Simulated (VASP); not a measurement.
Runs of VASP 6.6.1 on CaS (Oldhamite). The structure is that of space group Fm-3m (No. 225), or close to it. The cells are those of the table. 

```tsv
cell	gap on the mesh (eV)	pressure (GPa)
a = 4.021 Å, angles 60.0°, 2 atoms	2.59	3.2
a = 3.939 Å, angles 60.0°, 2 atoms	(b)	7.7
a = 4.074 Å, angles 60.0°, 2 atoms	2.68	0.9
a = 4.047 Å, angles 60.0°, 2 atoms	2.64	2.0
a = 3.994 Å, angles 60.0°, 2 atoms	2.55	(c)
a = 4.099 Å, angles 60.0°, 2 atoms	2.71	-0.2
a = 3.966 Å, angles 60.0°, 2 atoms	2.50	(a)
```

Alike in all rows: task single point; level RPBE; potentials or basis VASP PAW PBE potentials, release 64 (Ca_sv, S); no spin polarisation; k mesh 5 × 5 × 5; cutoff (eV) 500; smearing gaussian 0.01 eV.

Problem. Fill in the values left out.

Solution. (a) 6.0; (b) 2.44; (c) 4.6.

Caveats: the PAW data sets were made with another functional, which shifts forces and pressure a little.

A k mesh can miss the band edges.
